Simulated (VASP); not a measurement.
Os: single point with LDA

Os:

```
Os
1.0
     2.69715    0.00000    0.00000
    -1.34857    2.33580    0.00000
     0.00000    0.00000    4.26132
Os
2
Direct
  0.66667 0.33333 0.75000
  0.33333 0.66667 0.25000
```

```yaml
Program: VASP 6.6.1
Task: single point
Functional: LDA
Potentials_or_basis: VASP PAW LDA potentials, release 64 (Os)
Cutoff: 520 eV
k_mesh: 11 × 11 × 6
Occupations: fermi-dirac, width 0.05 eV
Spin: no spin polarisation
Dipole_correction: no
Further_INCAR_settings: ALGO = Normal; EDIFF = 1e-06; NBANDS = 15
```

| Property | Result |
| --- | --- |
| Pressure | 11.0 GPa |
| Band gap on the k mesh | zero (bands 8 and 9 overlap by 4.15 eV) |

Stress tensor (GPa, compression positive):
```
10.73  0.00  0.00
 0.00 10.73  0.00
 0.00  0.00 11.39
```

Levels at points of the mesh, in eV from the Fermi level:
```
           k point  band 6  band 7  band 8  band 9  band 10  band 11
(0.00, 0.00, 0.00)   -2.31   -2.31   -1.61   -1.61     0.21     1.84
(0.00, 0.00, 0.50)   -3.41   -3.41   -3.41    1.01     1.01     1.01
```

Run time: 38 s on 1 thread of Intel Xeon 8259CL (shared host), peak memory 0.14 GiB.

Caveat: the cell stands under pressure; spin-orbit coupling is left out, which moves the levels of the heavy elements.
